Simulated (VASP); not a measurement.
**Co: single point with PBE**

The system is Co.

```
Co
1.0
     2.49712    0.00000    0.00000
    -1.24856    2.16257    0.00000
     0.00000    0.00000    4.02697
Co
2
Direct
  0.66667 0.33333 0.75000
  0.33333 0.66667 0.25000
```

```json
{"Program": "VASP 6.6.1", "Task": "single point", "Functional": "PBE", "Potentials or basis": "VASP PAW PBE potentials, release 64 (Co)", "Cutoff": "520 eV", "k mesh": "12 × 12 × 7", "Occupations": "fermi-dirac, width 0.05 eV", "Spin": "collinear spin, ferromagnetic start", "Starting moments": "[2.0, 2.0] μB", "Dipole correction": "no", "Further INCAR settings": "ALGO = Normal; EDIFF = 1e-07; NBANDS = 20"}
```

```yaml
Pressure: -0.8 GPa
Net_moment: 3.24 μB per cell
Site_moments: Co +1.64 μB
Valence_electrons_inside_the_program's_atomic_spheres: Co 8.27
```

Stress tensor (GPa, compression positive):
```
-0.70  0.00  0.00
 0.00 -0.70  0.00
 0.00  0.00 -0.86
```

Levels at points of the mesh, in eV from the Fermi level:
Spin up:
| k point | band 7 | band 8 | band 9 | band 10 | band 11 | band 12 | band 13 | band 14 | band 15 | band 16 |
| --- | --- | --- | --- | --- | --- | --- | --- | --- | --- | --- |
| (0.00, 0.00, 0.00) | -2.27 | -1.93 | -1.93 | -0.83 | -0.83 | -0.03 | 6.38 | 21.93 | 24.45 | 24.45 |
| (0.50, 0.00, 0.00) | -2.17 | -0.71 | -0.60 | -0.56 | 1.29 | 3.30 | 9.70 | 10.34 | 12.74 | 13.96 |
Spin down:
```
           k point  band 3  band 4  band 5  band 6  band 7  band 8  band 9  band 10  band 11  band 12
(0.00, 0.00, 0.00)   -0.94   -0.93   -0.93   -0.57   -0.57   -0.17   -0.17    -0.10     1.06     1.06
(0.50, 0.00, 0.00)   -3.21   -1.84   -1.11   -1.00   -0.58    1.19    1.32     1.35     2.54     4.29
```

It took 51 s on 1 thread of Intel(R) Xeon(R) Platinum 8488C (Sapphire Rapids), on a shared host, peak memory 0.17 GiB.
